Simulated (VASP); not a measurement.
Input of a VASP 6.6.1 run:

INCAR

```
PREC = Accurate ; ENCUT = 520
EDIFF = 1E-6 ; ISMEAR = -1
SIGMA = 0.05 ; LREAL = F
LASPH = T ; NELM = 100
ALGO = Normal ; ISIF = 2
LWAVE = F ; LCHARG = F
GGA = RP ; IVDW = 12
NBANDS = 20
```

File KPOINTS:

```
Automatic mesh
0
Gamma
  9 9 4
```

The input POSCAR:

```
MoS2
1.0
    3.1615794509      0.0000000000      0.0000000000
   -1.5807897255      2.7380081205      0.0000000000
    0.0000000000      0.0000000000      6.1836112739
Mo S
1 2
Direct
    0.0000000000      0.0000000000      0.5000000000
    0.6666666667      0.3333333333      0.7446806800
    0.3333333333      0.6666666667      0.2553193200
```

Potentials or basis: VASP PAW PBE potentials, release 64 (Mo_sv, S).

Launch:

```bash
$ cat potpaw_PBE.64/Mo_sv/POTCAR potpaw_PBE.64/S/POTCAR > POTCAR
$ mpirun -np 1 vasp_std > vasp.out
```

Q: What does it give for the band gap on the k mesh?

A: Zero (band 13 reaches 8.49 eV, above the bottom of band 14 at 7.44 eV).

Q: Predict the pressure.

A: -6.2 GPa.

Stress tensor (GPa, compression positive):
```
-10.46   0.00   0.00
  0.00 -10.46   0.00
  0.00   0.00   2.27
```

Caveat: the PAW data sets were made with another functional, which shifts forces and pressure a little.
